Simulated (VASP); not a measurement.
# RuC2 (I4/mmm) in VASP: further runs, part 3 of 3

VASP 6.6.1. The steps go on from the part before.

## 4. Relaxation of cell and atoms, PBE

This run uses another cell than the first one, of 9.04 Å³/atom, 1.060 times its volume.

Input file INCAR:

```
SYSTEM = RuC2
PREC     = Accurate       ! precision mode
ENCUT    = 600            ! plane-wave cutoff, eV
EDIFF    = 1E-6           ! SCF threshold, eV
ISMEAR   = 0              ! smearing method
SIGMA    = 0.1            ! smearing width, eV
LREAL    = .False.        ! projectors in reciprocal space
LASPH    = .True.         ! aspherical terms in the spheres
NELM     = 80             ! most SCF steps
ALGO     = Normal         ! electronic algorithm
ISIF     = 3              ! what is computed and relaxed
LWAVE    = .False.        ! write WAVECAR
LCHARG   = .False.        ! write CHGCAR
GGA      = PE             ! functional
IBRION   = 2              ! ionic algorithm
NSW      = 90             ! ionic steps
EDIFFG   = -0.04          ! ionic threshold
```

Input file KPOINTS:

```
Automatic mesh
0
Gamma
  8 8 8
  0 0 0
```

Input file POSCAR:

```
RuC2
1.0
   -1.4031849669      1.4031849669      3.4421881219
    1.4031849669     -1.4031849669      3.4421881219
    1.4031849669      1.4031849669     -3.4421881219
Ru C
1 2
Direct
    0.0000000000      0.0000000000      0.0000000000
    0.6650000000      0.6650000000      0.0000000000
    0.3350000000      0.3350000000      0.0000000000
```

Potentials or basis: VASP PAW PBE potentials, release 64 (Ru_pv, C).

Run with:

```
$ cat potpaw_PBE.64/Ru_pv/POTCAR potpaw_PBE.64/C/POTCAR > POTCAR
$ mpirun -np 1 vasp_std > vasp.out
```

OUTCAR:

```text
SYSTEM = RuC2
   PREC = Accurate
   ENCUT = 600
   EDIFF = 1E-6
   ISMEAR = 0
   LREAL = .False.
   LASPH = .True.
   NELM = 80
   ISIF = 3
   GGA = PE
   IBRION = 2
   NSW = 90
   EDIFFG = -0.04

 ion  position               nearest neighbor table
   1  0.000  0.000  0.000-   2 2.29   2 2.29   2 2.29   3 2.29   2 2.29   3 2.29   3 2.29   3 2.29
                             2 2.31   3 2.31
   2  0.665  0.665  0.000-   1 2.29   1 2.29   1 2.29   1 2.29   1 2.31
   3  0.335  0.335  0.000-   1 2.29   1 2.29   1 2.29   1 2.29   1 2.31

  LATTYP: Found a body centered tetragonal cell.
 ALAT       =     2.8063699338
 C/A-ratio  =     2.4531250000

  Lattice vectors:

 A1 = (  -1.4031849669,   1.4031849669,   3.4421881219)
 A2 = (   1.4031849669,  -1.4031849669,   3.4421881219)
 A3 = (   1.4031849669,   1.4031849669,  -3.4421881219)

Analysis of symmetry for initial positions (statically):
=====================================================================
 Subroutine PRICEL returns:
 Original cell was already a primitive cell.

 Routine SETGRP: Setting up the symmetry group for a
 body centered tetragonal supercell.

 Subroutine GETGRP returns: Found 16 space group operations
 (whereof 16 operations were pure point group operations)
 out of a pool of 16 trial point group operations.

The static configuration has the point symmetry D_4h.

Analysis of symmetry for dynamics (positions and initial velocities):
=====================================================================
 Subroutine PRICEL returns:
 Original cell was already a primitive cell.

 Routine SETGRP: Setting up the symmetry group for a
 body centered tetragonal supercell.

 Subroutine GETGRP returns: Found 16 space group operations
 (whereof 16 operations were pure point group operations)
 out of a pool of 16 trial point group operations.

The dynamic configuration has the point symmetry D_4h.

 Subroutine INISYM returns: Found 16 space group operations
[... 147 lines left out ...]

  energy without entropy =      -21.84255067  energy(sigma->0) =      -21.84764781

------------------------ aborting loop because EDIFF is reached ----------------------------------------

  FORCE on cell =-STRESS in cart. coord.  units (eV):
  Direction    XX          YY          ZZ          XY          YZ          ZX
  --------------------------------------------------------------------------------------
  -------------------------------------------------------------------------------------
  Total       -1.6025905     -1.6025905     -3.3798493      0.0000000      0.0000000      0.0000000
  in kB      -94.7128056    -94.7128056   -199.7484802      0.0000000      0.0000000      0.0000000
  external PRESSURE =    -129.7246972 kB  Pullay stress =       0.0000000 kB
[... 92 lines left out ...]
  FREE ENERGIE OF THE ION-ELECTRON SYSTEM (eV)
  ---------------------------------------------------
  free  energy   TOTEN  =       -21.9390385523 eV

  energy  without entropy=      -21.9301019382  energy(sigma->0) =      -21.93457025

[... ionic steps 4 to 8 ...]

--------------------------------------- Ionic step        9  -------------------------------------------

 number of electron      22.0000000 magnetization

------------------------ aborting loop because EDIFF is reached ----------------------------------------
[... 69 lines left out ...]
--------------------------------------- Ionic step       11  -------------------------------------------

 number of electron      22.0000000 magnetization

 Free energy of the ion-electron system (eV)
  ---------------------------------------------------
  ext. energy  EPLUGINS =         0.00000000
  ---------------------------------------------------
  free energy    TOTEN  =       -21.98716491 eV

  energy without entropy =      -21.98054378  energy(sigma->0) =      -21.98385435

 E-fermi :  11.9342     XC(G=0): -13.8722

 val. band max:       11.8755910956   @ k =  -0.3750   0.3750   0.1250
 cond. band min:      11.9463081149   @ k =  -0.1250   0.5000   0.1250
 fundamental gap:      0.0707170193
 Fermi energy:        11.9341896939

 k-point     1 :       0.0000    0.0000    0.0000
  band No.  band energies     occupation
      1     -32.2082      2.00000
      2     -31.9238      2.00000
      3     -31.9238      2.00000
      4      -4.8563      2.00000
      5       3.4249      2.00000
      6       5.6296      2.00000
      7       6.5940      2.00000
      8       6.8273      2.00000
      9       6.8273      2.00000
     10      10.9354      2.00000
     11      12.8099      0.00000
     12      14.6450      0.00000
     13      14.6450      0.00000
     14      15.0076      0.00000
[... 401 lines left out ...]
      2     -32.1524      2.00000
      3     -32.1000      2.00000
      4      -0.2237      2.00000
      5       0.1520      2.00000
      6       4.2909      2.00000
      7       6.4505      2.00000
      8       6.8578      2.00000
      9       8.3713      2.00000
     10       9.3494      2.00000
     11       9.7898      2.00000
     12      12.4470      0.00000
     13      13.8675      0.00000
     14      15.5744      0.00000
     15      17.0210      0.00000

 [... further k-points ...]
[... 5 lines left out ...]
  --------------------------------------------------------------------------------------
  -------------------------------------------------------------------------------------
  Total       -0.0050422     -0.0050422     -0.0072730      0.0000000      0.0000000      0.0000000
  in kB       -0.3161030     -0.3161030     -0.4559579      0.0000000      0.0000000      0.0000000
  external PRESSURE =      -0.3627213 kB  Pullay stress =       0.0000000 kB
[... 18 lines left out ...]
  FREE ENERGIE OF THE ION-ELECTRON SYSTEM (eV)
  ---------------------------------------------------
  free  energy   TOTEN  =       -21.9871649115 eV

  energy  without entropy=      -21.9805437839  energy(sigma->0) =      -21.98385435

 reached required accuracy - stopping structural energy minimisation
```

OSZICAR:

```text
N       E                     dE             d eps       ncg     rms          rms(c)
DAV:   1     0.171372402620E+03    0.17137E+03   -0.13795E+04  1770   0.166E+03
DAV:   2    -0.201242732942E+02   -0.19150E+03   -0.18855E+03  2365   0.406E+02
DAV:   3    -0.250980421867E+02   -0.49738E+01   -0.49282E+01  1889   0.654E+01
DAV:   4    -0.252078088476E+02   -0.10977E+00   -0.10888E+00  2519   0.837E+00
[... 93 lines left out ...]
DAV:   1    -0.219880223719E+02   -0.95057E-03   -0.17087E-02  1840   0.138E+00    0.235E-01
DAV:   2    -0.219878896251E+02    0.13275E-03   -0.13231E-02  2173   0.959E-01    0.193E-01
DAV:   3    -0.219871879816E+02    0.70164E-03   -0.36376E-03  2159   0.475E-01    0.459E-02
DAV:   4    -0.219871653514E+02    0.22630E-04   -0.16926E-04  2148   0.106E-01    0.874E-03
DAV:   5    -0.219871649115E+02    0.43989E-06   -0.64000E-06  2087   0.202E-02
  11 F= -.21987165E+02 E0= -.21983854E+02  d E =-.326085E-03
```

CONTCAR:

```text
RuC2
   1.00000000000000
    -1.3804258789560377    1.3804258789560377    3.3528399402158322
     1.3804258789560377   -1.3804258789560377    3.3528399402158322
     1.3804258789560377    1.3804258789560377   -3.3528399402158322
  Ru              C
     1     2
Direct
     0.0000000000000000    0.0000000000000000    0.0000000000000000
     0.6778294142177711    0.6778294142177711    0.0000000000000000
     0.3221705857822290    0.3221705857822290    0.0000000000000000

  0.00000000E+00  0.00000000E+00  0.00000000E+00
  0.00000000E+00  0.00000000E+00  0.00000000E+00
  0.00000000E+00  0.00000000E+00  0.00000000E+00
```

Wall time 2.7 min (1 thread of Intel Xeon 6975P-C, shared host); peak memory 0.2 GiB.

What came out:

- Free energy: -21.9872 eV
- Relaxed volume: 8.52 Å³/atom
- Relaxed cell: a = 3.880 Å, b = 3.880 Å, c = 3.880 Å, α = 138.32°, β = 138.32°, γ = 60.42°
- Space group after relaxing (to 0.05 Å): I4/mmm (No. 139)
- Energy gained by relaxing: 44.8 meV/atom
- Ionic steps: 11
- Pressure after relaxing: 0.0 GPa
- Band gap on the k mesh: zero (band 11 reaches 13.04 eV, above the bottom of band 12 at 10.99 eV)

The path:
```tsv
step	energy change (eV)	largest force (eV/Å)	pressure (GPa)	volume (Å³)
1	0.0000	0.5152	-12.97	27.11
2	-0.0204	0.4764	19.41	24.33
3	-0.0863	0.5835	2.48	25.55
4	-0.1099	0.2400	1.28	25.61
5	-0.1099	0.2358	1.25	25.61
6	-0.1256	0.1495	-2.63	25.86
7	-0.1271	0.1025	-3.88	25.94
8	-0.1340	0.0119	-0.42	25.57
9	-0.1341	0.0024	-0.80	25.61
10	-0.1343	0.0021	0.43	25.53
11	-0.1344	0.0017	-0.04	25.56
```

Final structure:
```
Ru C
1.0
    -1.38043    1.38043    3.35284
     1.38043   -1.38043    3.35284
     1.38043    1.38043   -3.35284
Ru C
1 2
Direct
  0.00000 0.00000 0.00000
  0.67783 0.67783 0.00000
  0.32217 0.32217 0.00000
```

Caveat: the k points lie up to 0.40 Å⁻¹ apart in the final cell.

## 5. Single point, PBE

Input file INCAR:

```
SYSTEM = RuC2
PREC = Accurate ; ENCUT = 520
EDIFF = 1E-7 ; ISMEAR = 0
SIGMA = 0.1 ; LREAL = .False.
LASPH = .True. ; NELM = 60
ALGO = Normal ; ISIF = 2
LWAVE = .False. ; LCHARG = .False.
GGA = PE ; NBANDS = 18
```

Input file KPOINTS:

```
Automatic mesh
0
Gamma
  24 24 24
  0 0 0
```

Input file POSCAR:

```
RuC2
1.0
   -1.3800120959      1.3800120959      3.3572303355
    1.3800120959     -1.3800120959      3.3572303355
    1.3800120959      1.3800120959     -3.3572303355
Ru C
1 2
Direct
    0.0000000000      0.0000000000      0.0000000000
    0.6768349298      0.6768349298      0.0000000000
    0.3231650702      0.3231650702      0.0000000000
```

Run with:

```
$ cat potpaw_PBE.64/Ru_pv/POTCAR potpaw_PBE.64/C/POTCAR > POTCAR
$ mpirun -np 1 vasp_std > vasp.out
```

Wall time 10 min (1 thread of Intel Xeon 6975P-C, shared host); peak memory 0.56 GiB.

The run converged. Its results:

| Property | Result |
| --- | --- |
| Free energy | -21.9713 eV |
| Pressure | 0.1 GPa |
| Largest force | 0.007 eV/Å |
| Band gap on the k mesh | zero (band 11 reaches 13.21 eV, above the bottom of band 12 at 10.75 eV) |

Forces on the atoms (eV/Å):
```
Ru   0.000  0.000  0.000
C    0.000  0.000  0.007
C    0.000  0.000 -0.007
```

Levels at points of the mesh, in eV from the Fermi level:
```csv
k point,band 7,band 8,band 9,band 10,band 11,band 12,band 13,band 14,band 15,band 16
"(0.00, 0.00, 0.00)",-5.43,-5.14,-5.14,-1.08,0.88,2.58,2.58,3.04,3.04,3.41
"(0.50, 0.00, 0.00)",-5.70,-5.11,-4.59,-1.92,0.57,0.75,1.38,2.14,3.90,6.19
"(0.50, 0.50, 0.00)",-7.17,-6.73,-4.95,-0.65,0.53,0.58,1.06,2.33,4.20,6.14
"(0.50, 0.50, 0.50)",-4.20,-2.58,-2.58,-2.39,-2.39,-1.02,1.10,1.60,5.23,5.23
```

## 6. The runs side by side

| task | cell | k mesh | cutoff (eV) | gap on the mesh (eV) | pressure (GPa) | largest force (eV/Å) |
| --- | --- | --- | --- | --- | --- | --- |
| single point | a = 3.880 Å, angles 138.3, 138.3, 60.5°, 3 atoms | 8 × 8 × 8 | 520 | none | -0.1 | 0.03 |
| single point | a = 3.973 Å, angles 138.6, 138.6, 59.9°, 3 atoms | 8 × 8 × 8 | 520 | none | -12.8 | 0.52 |
| relaxation of cell and atoms | relaxed from a = 3.973 Å, angles 138.6, 138.6, 59.9°, 3 atoms | 8 × 8 × 8 | 600 | none | 0.0 | - |
| single point | a = 3.883 Å, angles 138.4, 138.4, 60.3°, 3 atoms | 24 × 24 × 24 | 520 | none | 0.1 | 0.01 |

Alike in all rows: level PBE; potentials or basis VASP PAW PBE potentials, release 64 (Ru_pv, C); no spin polarisation; smearing gaussian 0.1 eV.

Caveats: some runs use coarse meshes.

Absolute energies hang on the potentials; compare differences alone.
